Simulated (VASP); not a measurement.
Set up this calculation in VASP 6.6.1, as the native input.

* Task: single point
* Functional: PBEsol
* Dispersion: D3(BJ)
* Potentials or basis: VASP PAW PBE potentials, release 64 (Hg)
* Cutoff: 520 eV
* k mesh: 18 × 18 × 10
* Occupations: gaussian, width 0.15 eV
* Spin: no spin polarisation
* Dipole correction: no
* Further INCAR settings: ALGO = Fast; EDIFF = 1e-07; NBANDS = 19

The structure of Hg lies in POSCAR:

```
Hg
1.0
    3.0358000000      0.0000000000      0.0000000000
   -1.5179000000      2.6290799208      0.0000000000
    0.0000000000      0.0000000000      5.2374000000
Hg
2
Direct
    0.6666666667      0.3333333333      0.7500000000
    0.3333333333      0.6666666667      0.2500000000
```

One way to write it, as run:

INCAR

```
ALGO = Fast ; EDIFF = 1E-7
ENCUT = 520 ; GGA = PS
ISIF = 2 ; ISMEAR = 0
IVDW = 12 ; LASPH = T
LCHARG = F ; LREAL = F
LWAVE = F ; NBANDS = 19
NELM = 60 ; PREC = Accurate
SIGMA = 0.15
```

KPOINTS

```
k-points
0
Gamma
  18 18 10
```

Potentials or basis: VASP PAW PBE potentials, release 64 (Hg).

Command:

```console
$ cat potpaw_PBE.64/Hg/POTCAR > POTCAR
$ mpirun -np 1 vasp_std > vasp.out
```

Results of the run:

```
Pressure                   : 3.1 GPa
Band gap on the k mesh     : zero (band 12 reaches 4.07 eV, above the bottom of band 13 at 1.65 eV)
Dispersion energy per atom : -0.480 eV
```

Caveat: the PAW data sets were made with another functional, which shifts forces and pressure a little; spin-orbit coupling is left out, which moves the levels of the heavy elements; pairwise dispersion overbinds metals, which lowers pressure and volume.

Wall time 41 s on 1 thread of Intel(R) Xeon(R) 6975P-C (Granite Rapids), with other jobs on the host, peak memory 0.27 GiB.
